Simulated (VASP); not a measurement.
Write the native input for VASP 6.6.1 that does the following.

```
Task                   : single point
Functional             : PBEsol
Potentials or basis    : VASP PAW PBE potentials, release 64 (Pb_d, Se)
Cutoff                 : 520 eV
k mesh                 : 10 × 10 × 10
Occupations            : gaussian, width 0.01 eV
Spin                   : no spin polarisation
Dipole correction      : no
Further INCAR settings : ALGO = Normal; EDIFF = 1e-07; NBANDS = 17
```

The structure of PbSe lies in POSCAR:

```
PbSe
1.0
    0.0000000000      3.0515774546      3.0515774546
    3.0515774546      0.0000000000      3.0515774546
    3.0515774546      3.0515774546      0.0000000000
Pb Se
1 1
Direct
    0.0000000000      0.0000000000      0.0000000000
    0.5000000000      0.5000000000      0.5000000000
```

One way to write it, as run:

INCAR

```
SYSTEM = PbSe
PREC     = Accurate       ! precision mode
ENCUT    = 520            ! plane-wave cutoff, eV
EDIFF    = 1E-7           ! SCF threshold, eV
ISMEAR   = 0              ! smearing method
SIGMA    = 0.01           ! smearing width, eV
LREAL    = .FALSE.        ! projectors in reciprocal space
LASPH    = .TRUE.         ! aspherical terms in the spheres
NELM     = 100            ! most SCF steps
ALGO     = Normal         ! electronic algorithm
ISIF     = 2              ! what is computed and relaxed
LWAVE    = .FALSE.        ! write WAVECAR
LCHARG   = .FALSE.        ! write CHGCAR
GGA      = PS             ! functional
NBANDS   = 17             ! bands
```

KPOINTS

```
Automatic mesh
0
G
  10 10 10
  0 0 0
```

Potentials or basis: VASP PAW PBE potentials, release 64 (Pb_d, Se).

Command:

```console
$ cat potpaw_PBE.64/Pb_d/POTCAR potpaw_PBE.64/Se/POTCAR > POTCAR
$ mpirun -np 1 vasp_std > vasp.out
```

It gave:

| Quantity | Value |
| --- | --- |
| Pressure | 0.0 GPa |
| Band gap on the k mesh | 0.17 eV, direct |

Caveat: the PAW data sets were made with another functional, which shifts forces and pressure a little; spin-orbit coupling is left out, which moves the levels of the heavy elements.

Run time: 43 s on 1 thread of Intel(R) Xeon(R) Platinum 8375C CPU @ 2.90GHz (Ice Lake) (shared host), peak memory 0.2 GiB.
